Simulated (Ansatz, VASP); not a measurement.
**Two plane-wave programs on CaS**

```
CELL_PARAMETERS angstrom
0.00000 2.91205 2.91205
2.91205 0.00000 2.91205
2.91205 2.91205 0.00000
ATOMIC_POSITIONS crystal
Ca 0.00000 0.00000 0.00000
S 0.50000 0.50000 0.50000
```

Alike in both runs: task single point; functional PBE; k mesh 6 × 6 × 6; no spin polarisation.

|  | VASP | Ansatz |
| --- | --- | --- |
| version | VASP 6.6.1 | Ansatz 0.2.0 |
| potentials or method | VASP PAW PBE potentials, release 64 (Ca_sv, S) | plane waves, PAW |
| plane-wave cutoff (eV) | 500 | 420 |
| occupations | gaussian, width 0.01 eV | fixed |
| valence electrons in the cell | 16 | 16 |

```tsv
	VASP	Ansatz	Ansatz less VASP
gap on the k mesh at the Fermi level (eV)	2.49	2.50	+0.004
pressure (GPa)	-2.8	-2.9	-0.10
```
